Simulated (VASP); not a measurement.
The system is GaAs.

```
CELL_PARAMETERS angstrom
0.00000 2.86405 2.86405
2.86405 0.00000 2.86405
2.86405 2.86405 0.00000
ATOMIC_POSITIONS crystal
As 0.75000 0.75000 0.75000
Ga 0.00000 0.00000 0.00000
```

Base run:

| Property | Result |
| --- | --- |
| Program | VASP 6.6.1 |
| Functional | BLYP |
| Potentials or basis | VASP PAW PBE potentials, release 64 (As, Ga_d) |
| Cutoff | 520 eV |
| k mesh | 8 × 8 × 8 |
| Occupations | fermi-dirac, width 0.05 eV |
| Spin | no spin polarisation |

Its results: pressure 4.3 GPa.

The run is repeated on the same cell with these changes: functional from BLYP to LDA; potentials or basis from VASP PAW PBE potentials, release 64 (As, Ga_d) to VASP PAW LDA potentials, release 64 (As, Ga_d). What comes out?

Pressure -3.9 GPa.

Caveats: the PAW data sets were made with another functional, which shifts forces and pressure a little (some runs).
